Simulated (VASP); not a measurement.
A run of VASP 6.6.1:

INCAR

```
ALGO = Normal
EDIFF = 1E-8
ENCUT = 520
ISIF = 2
ISMEAR = -1
LASPH = T
LCHARG = F
LEFG = T
LREAL = F
LWAVE = F
NBANDS = 12
NELM = 60
PREC = Accurate
SIGMA = 0.05
```

KPOINTS

```
k-points
0
Gamma
  13 13 13
```

File POSCAR:

```
Tl
1.0
   -1.9279727618      1.9279727618      1.9279727618
    1.9279727618     -1.9279727618      1.9279727618
    1.9279727618      1.9279727618     -1.9279727618
Tl
1
Direct
    0.0000000000      0.0000000000      0.0000000000
```

Potentials or basis: VASP PAW LDA potentials, release 64 (Tl_d).

Launch:

```sh
$ cat potpaw_LDA.64/Tl_d/POTCAR > POTCAR
$ mpirun -np 1 vasp_std > vasp.out
```

Hardware: 1 thread of AMD EPYC 7R13 Processor (Zen 3), with other jobs on the host.

**Question.** Estimate the wall time of this run.

**Answer.** Wall time 22 s on 1 thread of AMD EPYC 7R13 Processor (Zen 3), on a shared host, peak memory 0.13 GiB. Counts: scf iterations 11, k points 84.
